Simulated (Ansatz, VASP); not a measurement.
# Two plane-wave programs on Si3O

The input INCAR:

```
  PREC = Accurate
  ENCUT = 520
  EDIFF = 1E-8
  ISMEAR = -1
  SIGMA = 0.15
  LREAL = F
  LASPH = T
  NELM = 80
  ALGO = Normal
  ISIF = 2
  LWAVE = F
  LCHARG = F
  GGA = PS
  LEFG = T
  NBANDS = 28
```

The input KPOINTS:

```
regular mesh
0
Gamma
  6 6 10
```

POSCAR

```
Si3O
1.0
    6.0441688151      0.0000000000      0.0000000000
   -3.0220844076      5.2344037387      0.0000000000
    0.0000000000      0.0000000000      3.4281754835
Si O
6 2
Direct
    0.3467185502      0.0000000000      0.0000000000
    0.3467185502      0.3467185502      0.5000000000
    0.0000000000      0.3467185502      0.0000000000
    0.6532814498      0.0000000000      0.5000000000
    0.6532814498      0.6532814498      0.0000000000
    0.0000000000      0.6532814498      0.5000000000
    0.3333333333      0.6666666667      0.2500000000
    0.6666666667      0.3333333333      0.7500000000
```

Input for Ansatz:

```yaml
crystal:
  lattice:
    - [6.0441688151, 0.0, 0.0]
    - [-3.0220844076, 5.2344037387, 0.0]
    - [0.0, 0.0, 3.4281754835]
  atoms:
    - { symbol: Si, position: [0.3467185502, 0.0, 0.0] }
    - { symbol: Si, position: [0.3467185502, 0.3467185502, 0.5] }
    - { symbol: Si, position: [0.0, 0.3467185502, 0.0] }
    - { symbol: Si, position: [0.6532814498, 0.0, 0.5] }
    - { symbol: Si, position: [0.6532814498, 0.6532814498, 0.0] }
    - { symbol: Si, position: [0.0, 0.6532814498, 0.5] }
    - { symbol: O, position: [0.3333333333, 0.6666666667, 0.25] }
    - { symbol: O, position: [0.6666666667, 0.3333333333, 0.75] }
basis:
  ecutwfc: 420
kpoints:
  mp_grid: { grid: [6, 6, 10] }
hamiltonian:
  xc: pbesol
scf:
  occupations: { method: fermi_dirac, width: 0.15 }
output:
  forces: true
  stress: true
  eigenvalues: true
  efg: {}
checkpoint:
  read: start.run
  write: ck
  compress: false
  write_wavefunctions: false
  write_every: 100000
```

Alike in both runs: task electric field gradients; functional PBEsol; k mesh 6 × 6 × 10; occupations fermi-dirac, width 0.15 eV; no spin polarisation.

```csv
,VASP,Ansatz
version,VASP 6.6.1,Ansatz 0.2.0
potentials or method,"VASP PAW PBE potentials, release 64 (Si, O), cutoff 520 eV","scalar-relativistic, plane waves, PAW"
valence electrons in the cell,36,36
```

|  | VASP | Ansatz | Ansatz less VASP |
| --- | --- | --- | --- |
| gap on the k mesh at the Fermi level (eV) | none | none | - |
| pressure (GPa) | 0.1 | 0.0 | -0.15 |
| rms of the force components (eV/Å) | 0.008 | 0.000 | -0.0078 |
| size of Vzz on the site where it differs most (V/Å²) | 49.7 | 49.1 | -0.64 |

VASP's potentials were made for PBE, not for PBEsol. Atom by atom the forces differ by 0.008 eV/Å (rms over components). A gap of «none» marks a metal or a gap that the smearing closes. With one functional, cell and mesh, what is left measures potentials, basis and numerics.
